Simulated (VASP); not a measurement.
A run of VASP 6.6.1 is set up as follows.

The input INCAR:

```
  PREC = Accurate
  ENCUT = 520
  EDIFF = 1E-6
  ISMEAR = 0
  SIGMA = 0.05
  LREAL = F
  LASPH = T
  NELM = 60
  ALGO = Normal
  ISIF = 2
  LWAVE = F
  LCHARG = F
  GGA = PE
  NBANDS = 19
```

The input KPOINTS:

```
regular mesh
0
Gamma
  8 8 8
```

POSCAR

```
SrCl2
1.0
    0.0000000000      3.5206059550      3.5206059550
    3.5206059550      0.0000000000      3.5206059550
    3.5206059550      3.5206059550      0.0000000000
Sr Cl
1 2
Direct
    0.0071010503     -0.0071010503      0.0071010503
    0.2500000000      0.2500000000      0.2500000000
    0.7500000000      0.7500000000      0.7500000000
```

Potentials or basis: VASP PAW PBE potentials, release 64 (Sr_sv, Cl).

Launch:

```bash
$ cat potpaw_PBE.64/Sr_sv/POTCAR potpaw_PBE.64/Cl/POTCAR > POTCAR
$ mpirun -np 1 vasp_std > vasp.out
```

Question: What does it give for the largest force?

Answer: 0.117 eV/Å.

Question: Predict the band gap on the k mesh.

Answer: 5.23 eV, indirect (least direct gap 5.51 eV).

Forces on the atoms (eV/Å):
```
Sr   0.000 -0.117  0.000
Cl   0.000  0.059  0.000
Cl   0.000  0.059  0.000
```

Caveat: the cell differs from its parent crystal (atom 1 (Sr) moved 0.05 Å along y). A k mesh can miss the band edges.
